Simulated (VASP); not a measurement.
# C (Fmmm) in VASP: notebook, part 4 of 4

VASP 6.6.1. The steps go on from the part before.

### 6 Electric field gradients, r2SCAN

This run uses another cell than the first one, of 8.74 Å³/atom, 1.063 times its volume.

The input, POSCAR:

```
C
1.0
    0.0000000000      2.1270000000      3.3480000000
    1.2280000000      0.0000000000      3.3480000000
    1.2280000000      2.1270000000      0.0000000000
C
2
Direct
    0.1666700000      0.8333300000      0.1666700000
    0.8333300000      0.1666700000      0.8333300000
```

The input, INCAR.step1:

```
PREC = Accurate
ENCUT = 520
ISMEAR = -1
SIGMA = 0.05
LREAL = False
LASPH = True
NELM = 100
NBANDS = 11
GGA = PE
ALGO = Normal
EDIFF = 1E-4
LWAVE = True
LCHARG = False
```

The input, INCAR.step2:

```
PREC = Accurate
ENCUT = 520
EDIFF = 1E-8
ISMEAR = -1
SIGMA = 0.05
LREAL = False
LASPH = True
NELM = 100
ALGO = Normal
ISIF = 2
LWAVE = False
LCHARG = False
METAGGA = R2SCAN
LMIXTAU = True
LEFG = True
NBANDS = 11
ISTART = 1
```

The input, KPOINTS:

```
Automatic mesh
0
Gamma
  18 18 18
```

Potentials or basis: VASP PAW PBE potentials, release 64 (C).

The run is started by

```bash
$ cat potpaw_PBE.64/C/POTCAR > POTCAR
$ cp INCAR.step1 INCAR
$ mpirun -np 1 vasp_std > vasp.out
$ cp INCAR.step2 INCAR
$ mpirun -np 1 vasp_std > vasp.out
```

OUTCAR:

```text
PREC = Accurate
   ENCUT = 520
   EDIFF = 1E-8
   ISMEAR = -1
   LREAL = False
   LASPH = True
   NELM = 100
   ISIF = 2
   METAGGA = R2SCAN
   ISTART = 1

 ion  position               nearest neighbor table
   1  0.167  0.833  0.167-   2 1.42   2 1.42   2 1.42
   2  0.833  0.167  0.833-   1 1.42   1 1.42   1 1.42

  LATTYP: Found a face centered orthorhombic cell.
 ALAT       =     2.4560000000
 B/A-ratio  =     1.7320846906
 C/A-ratio  =     2.7263843648

  Lattice vectors:

 A1 = (   0.0000000000,   2.1270000000,   3.3480000000)
 A2 = (   1.2280000000,   0.0000000000,   3.3480000000)
 A3 = (   1.2280000000,   2.1270000000,   0.0000000000)

Analysis of symmetry for initial positions (statically):
=====================================================================
 Subroutine PRICEL returns:
 Original cell was already a primitive cell.

 Routine SETGRP: Setting up the symmetry group for a
 face centered orthorhombic supercell.

 Subroutine GETGRP returns: Found  8 space group operations
 (whereof  8 operations were pure point group operations)
 out of a pool of  8 trial point group operations.

The static configuration has the point symmetry D_2h.

Analysis of symmetry for dynamics (positions and initial velocities):
=====================================================================
 Subroutine PRICEL returns:
 Original cell was already a primitive cell.

 Routine SETGRP: Setting up the symmetry group for a
 face centered orthorhombic supercell.

 Subroutine GETGRP returns: Found  8 space group operations
 (whereof  8 operations were pure point group operations)
 out of a pool of  8 trial point group operations.

The dynamic configuration has the point symmetry D_2h.

 Subroutine INISYM returns: Found  8 space group operations
 (whereof  8 operations are pure point group operations),
 and found     1 'primitive' translations

----------------------------------------------------------------------------------------

                                     Primitive cell

  volume of cell :      17.4897

  direct lattice vectors                    reciprocal lattice vectors
     0.000000000  2.127000000  3.348000000    -0.407166124  0.235072873  0.149342891
     1.228000000  0.000000000  3.348000000     0.407166124 -0.235072873  0.149342891
     1.228000000  2.127000000  0.000000000     0.407166124  0.235072873 -0.149342891

  length of vectors
     3.966513961  3.566102635  2.456036034     0.493301943  0.493301943  0.493301943

  position of ions in fractional coordinates (direct lattice)
     0.166670000  0.833330000  0.166670000
     0.833330000  0.166670000  0.833330000

  ion indices of the primitive-cell ions
   primitive index   ion index
                 1           1
                 2           2

----------------------------------------------------------------------------------------

 KPOINTS: Automatic mesh

[... 76 lines left out ...]
   TEBEG  =    0.0;   TEEND  =   0.0 temperature during run
   PSTRESS=    0.0 pullay stress
   NELECT =       8.0000    total number of electrons
   NUPDOWN=      -1.0000    fix difference up-down
   EMIN   =  10.00;   EMAX   =-10.00  energy-range for DOS
   EFERMI =   0.00;   METHOD = LEGACY
   ISMEAR =    -1;   SIGMA  =   0.05  broadening in eV -4-tet -1-fermi 0-gaus
   EFERMI_NEDOS =   21; number of points for ismear=-14 and -15
   IALGO  =     38    algorithm
   IMIX   =      4    mixing-type and parameters
     AMIX     =   0.40;   BMIX     =  1.00
     AMIX_MAG =   1.60;   BMIX_MAG =  1.00
  volume/ion in A,a.u.               =       8.74        59.01
  Fermi-wavevector in a.u.,A,eV,Ry     =   1.261376  2.383654 21.647797  1.591068
  Thomas-Fermi vector in A             =   2.394838
   LORBIT       =      0    0 simple, 1 ext, 2 COOP (PROOUT), +10 PAW based schemes
   METAGGA = R2SCAN    functional components
   LHFCALC =     F    Hartree Fock is set to
   AEXX    =    0.0000 exact exchange contribution
   IVDW    =     0    specifies the selected vdW correction
   LEPSILON=     F    determine dielectric tensor
   LRPA    =     F    only Hartree local field effects (RPA)
 non-spin polarized calculation
  energy-cutoff  :      520.00
  volume of cell :       17.49
 maximum number of plane-waves:       499
 NGX is ok and might be reduce to    30
   NGX = 15   NGY = 13   NGZ =  9

 number of electron       8.0000000 magnetization

 Free energy of the ion-electron system (eV)
  ---------------------------------------------------
  ext. energy  EPLUGINS =         0.00000000
  ---------------------------------------------------
  free energy    TOTEN  =       -19.86836684 eV

  energy without entropy =      -19.86816795  energy(sigma->0) =      -19.86826740

 E-fermi :   4.7099     XC(G=0): -11.1576

 val. band max:        4.6698628943   @ k =  -0.2778   0.0556   0.3333
 cond. band min:       4.7528012278   @ k =  -0.2222   0.1111   0.3333
 fundamental gap:      0.0829383334
 Fermi energy:         4.7099069112

 k-point     1 :       0.0000    0.0000    0.0000
  band No.  band energies     occupation
      1     -16.2663      2.00000
      2      -2.3031      2.00000
      3       1.5116      2.00000
      4       1.5378      2.00000
      5       9.1757      0.00000
      6      13.4368      0.00000
      7      13.5136      0.00000
      8      17.1545      0.00000
      9      18.0542      0.00000
     10      28.7273      0.00000
     11      31.6878      0.00000
[... 309 lines left out ...]
 k-point    24 :      -0.2222    0.0556    0.0000
  band No.  band energies     occupation
      1     -14.3137      2.00000
      2      -3.9409      2.00000
      3      -0.9237      2.00000
      4      -0.3048      2.00000
      5      11.3022      0.00000
      6      11.8510      0.00000
      7      13.1621      0.00000
      8      19.9223      0.00000
      9      21.8287      0.00000
     10      23.9342      0.00000
     11      28.9654      0.00000

 [... further k-points ...]
[... 5 lines left out ...]
  --------------------------------------------------------------------------------------
  -------------------------------------------------------------------------------------
  Total        0.1125724      0.0504361      0.2044434      0.0000000      0.0000000      0.0000000
  in kB       10.3124385      4.6203047     18.7284719      0.0000000      0.0000000      0.0000000
  external PRESSURE =      11.2204050 kB  Pullay stress =       0.0000000 kB

 VOLUME and BASIS-vectors are now :
 -----------------------------------------------------------------------------
  energy-cutoff  :      520.00
  volume of cell :       17.49
      direct lattice vectors                 reciprocal lattice vectors
     0.000000000  2.127000000  3.348000000    -0.407166124  0.235072873  0.149342891
     1.228000000  0.000000000  3.348000000     0.407166124 -0.235072873  0.149342891
     1.228000000  2.127000000  0.000000000     0.407166124  0.235072873 -0.149342891

 POSITION                                       TOTAL-FORCE (eV/Angst)
 -----------------------------------------------------------------------------------
      1.22800      0.70901      3.34800         0.000000     -0.000921      0.000000
      1.22800      3.54499      3.34800         0.000000      0.000921      0.000000
 -----------------------------------------------------------------------------------
    total drift:                               -0.000000     -0.000000     -0.000000

  FREE ENERGIE OF THE ION-ELECTRON SYSTEM (eV)
  ---------------------------------------------------
  free  energy   TOTEN  =       -19.8683668408 eV

  energy  without entropy=      -19.8681679534  energy(sigma->0) =      -19.86826740

 Electric field gradients (V/A^2)
---------------------------------------------------------------------
 ion       V_xx      V_yy      V_zz      V_xy      V_xz      V_yz
---------------------------------------------------------------------
   1     -16.117   -16.068    32.185    -0.000     0.001     0.000
   2     -16.117   -16.068    32.185    -0.000     0.001     0.000
---------------------------------------------------------------------

 Electric field gradients after diagonalization (V/A^2)
 (convention: |V_zz| > |V_xx| > |V_yy|)
----------------------------------------------------------------------
 ion       V_xx      V_yy      V_zz     asymmetry (V_yy - V_xx)/ V_zz
----------------------------------------------------------------------
   1     -16.117   -16.068    32.185       0.002
   2     -16.117   -16.068    32.185       0.002
----------------------------------------------------------------------

           NMR quadrupolar parameters

 Cq : quadrupolar parameter    Cq=e*Q*V_zz/h
 eta: asymmetry parameters     (V_yy - V_xx)/ V_zz
 Q  : nuclear electric quadrupole moment in mb (millibarn)
----------------------------------------------------------------------
 ion       Cq(MHz)       eta       Q (mb)
----------------------------------------------------------------------
   1       0.078       0.002       1.000
   2       0.078       0.002       1.000
----------------------------------------------------------------------
```

OUTCAR.step1:

```text
PREC = Accurate
   ENCUT = 520
   ISMEAR = -1
   LREAL = False
   LASPH = True
[... 559 lines left out ...]
      1.22800      0.70901      3.34800         0.000000      0.003300      0.000000
      1.22800      3.54499      3.34800         0.000000     -0.003300      0.000000
 -----------------------------------------------------------------------------------
    total drift:                               -0.000000     -0.000000     -0.000000

  FREE ENERGIE OF THE ION-ELECTRON SYSTEM (eV)
  ---------------------------------------------------
  free  energy   TOTEN  =       -18.4155855932 eV

  energy  without entropy=      -18.4153717137  energy(sigma->0) =      -18.41547865
```

Run time: 15 min. Hardware: 1 thread of AMD EPYC 7R13 (Zen 3), shared host; peak memory 0.22 GiB.

Results:

- Free energy: -19.8684 eV
- Pressure: 1.1 GPa
- Band gap on the k mesh: 0.08 eV, indirect (least direct gap 0.16 eV)

Levels at points of the mesh, in eV from the valence-band top:
```csv
k point,band 1,band 2,band 3,band 4,band 5,band 6,band 7,band 8
"(0.00, 0.00, 0.00)",-20.94,-6.97,-3.16,-3.13,4.51,8.77,8.84,12.48
"(0.50, 0.00, 0.00)",-15.26,-14.03,-6.77,-2.49,1.81,7.82,13.22,14.39
"(0.50, 0.50, 0.00)",-20.63,-9.01,-3.17,-3.15,8.73,8.80,11.24,12.64
"(0.50, 0.00, 0.50)",-15.37,-14.12,-6.74,-1.67,2.72,8.04,11.79,11.93
"(0.00, 0.50, 0.50)",-15.14,-13.94,-6.80,-3.20,1.05,7.62,14.66,18.53
```

Electric field gradients, principal values (V/Å²):
```tsv
atom	least	middle	greatest (by size)
1 C	-16.068	-16.117	32.185
2 C	-16.068	-16.117	32.185
```

Caveat: without QUAD_EFG the Cq values of the log hold for a quadrupole moment of 1 mb, not for the nuclei; the PAW data sets were made with another functional, which shifts forces and pressure a little. A k mesh can miss the band edges.

### 7 Summary

```csv
level,potentials or basis,cell,gap on the mesh (eV),pressure (GPa)
PBE,"VASP PAW PBE potentials, release 64 (C)","a = 3.933, b = 3.554, c = 2.382 Å, angles 80.4, 63.0, 36.7°, 2 atoms",0.08,34.8
r2SCAN,"VASP PAW PBE potentials, release 64 (C)","a = 3.913, b = 3.518, c = 2.423 Å, angles 80.1, 62.3, 37.6°, 2 atoms",0.09,13.9
LDA,"VASP PAW LDA potentials, release 64 (C)","a = 3.967, b = 3.566, c = 2.456 Å, angles 80.1, 62.3, 37.6°, 2 atoms",0.08,-3.0
r2SCAN,"VASP PAW PBE potentials, release 64 (C)","a = 3.967, b = 3.566, c = 2.456 Å, angles 80.1, 62.3, 37.6°, 2 atoms",0.08,1.1
```

Alike in all rows: task electric field gradients; no spin polarisation; k mesh 18 × 18 × 18; cutoff (eV) 520; smearing fermi-dirac 0.05 eV.

Caveats: the PAW data sets were made with another functional, which shifts forces and pressure a little (some runs).

Absolute energies hang on the potentials; compare differences alone.
